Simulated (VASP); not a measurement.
Co:

```
Co
1.0
     0.00000    1.79170    1.79170
     1.79170    0.00000    1.79170
     1.79170    1.79170    0.00000
Co
1
Direct
  0.00000 0.00000 0.00000
```

Base run:

```yaml
Program: VASP 6.6.1
Functional: r2SCAN
Potentials_or_basis: VASP PAW PBE potentials, release 64 (Co)
Cutoff: 520 eV
k_mesh: 14 × 14 × 14
Occupations: gaussian, width 0.1 eV
Spin: collinear spin, ferromagnetic start
Starting_moments: "[0.3] μB"
```

Its results: pressure -29.0 GPa; net moment 0.00 μB per cell.

Problem. The run is repeated on the same cell with these changes: moments at the start from [0.3] to [3.0]. What comes out?

Solution. Pressure -11.3 GPa; net moment 1.82 μB per cell; site moments Co +1.89 μB.

Caveats: the PAW data sets were made with another functional, which shifts forces and pressure a little.
